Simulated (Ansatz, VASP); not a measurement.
One calculation of CdS, two programs

INCAR

```
PREC = Accurate
ENCUT = 520
EDIFF = 1E-6
ISMEAR = -1
SIGMA = 0.01
LREAL = False
LASPH = True
NELM = 60
ALGO = Normal
ISIF = 2
LWAVE = False
LCHARG = False
GGA = PE
NBANDS = 26
```

File KPOINTS:

```
Automatic mesh
0
Gamma
  7 7 4
```

POSCAR

```
CdS
1.0
    4.1347992034     -0.0413479920     -0.0413479920
   -2.1032080132      3.6015151457     -0.0151344155
   -0.0674900000     -0.0674900000      6.7490000000
Cd S
2 2
Direct
    0.3333333333      0.6666666667      0.0000000000
    0.6666666667      0.3333333333      0.5000000000
    0.3333333333      0.6666666667      0.3850000000
    0.6666666667      0.3333333333      0.8850000000
```

Input for Ansatz:

```yaml
crystal:
  lattice:
    - [4.1347992034, -0.041347992, -0.041347992]
    - [-2.1032080132, 3.6015151457, -0.0151344155]
    - [-0.06749, -0.06749, 6.749]
  atoms:
    - { symbol: Cd, position: [0.3333333333, 0.6666666667, 0.0] }
    - { symbol: Cd, position: [0.6666666667, 0.3333333333, 0.5] }
    - { symbol: S, position: [0.3333333333, 0.6666666667, 0.385] }
    - { symbol: S, position: [0.6666666667, 0.3333333333, 0.885] }
kpoints:
  mp_grid: { grid: [7, 7, 4] }
  band_path:
    path:
      - [0.0, 0.0, 0.0]
      - [0.0, 0.0, 0.5]
      - [-0.5, 0.5, 0.0]
      - [0.0, 0.0, 0.0]
      - [0.0, -0.5, 0.0]
      - [-0.5, 0.0, 0.5]
      - [0.0, 0.0, 0.0]
      - [-0.5, 0.0, 0.0]
      - [0.0, -0.5, 0.5]
    npoints: 5
scf:
  occupations: { method: fermi_dirac, width: 0.01 }
hamiltonian:
  xc: pbe
  pseudopotentials: { kind: all_electron, lapw: { basis_error: 0.001 } }
output:
  forces: true
  stress: true
  eigenvalues: true
```

Change from the starting cell: equal xy, yz and zx shear strains of -2 %.

Alike in both runs: task single point; functional PBE; k mesh 7 × 7 × 4; occupations fermi-dirac, width 0.01 eV; no spin polarisation.

|  | VASP | Ansatz |
| --- | --- | --- |
| version | VASP 6.6.1 | Ansatz 0.2.0 |
| potentials or method | VASP PAW PBE potentials, release 64 (Cd, S), cutoff 520 eV | all-electron LAPW, scalar-relativistic |

Ansatz gave:

| Quantity | Value |
| --- | --- |
| gap on the k mesh at the Fermi level (eV) | 1.18 |
| pressure (GPa) | 2.6 |
| traceless stress, the component that is largest in VASP (GPa) | -1.52 |
| rms of the force components (eV/Å) | 0.190 |

Which values does VASP return?

gap on the k mesh at the Fermi level (eV): 1.18; pressure (GPa): 2.9; traceless stress, the component that is largest in VASP (GPa): -1.57; rms of the force components (eV/Å): 0.196.

Atom by atom the forces differ by 0.006 eV/Å (rms over components). Ansatz ran all-electron here, and VASP with PAW potentials.
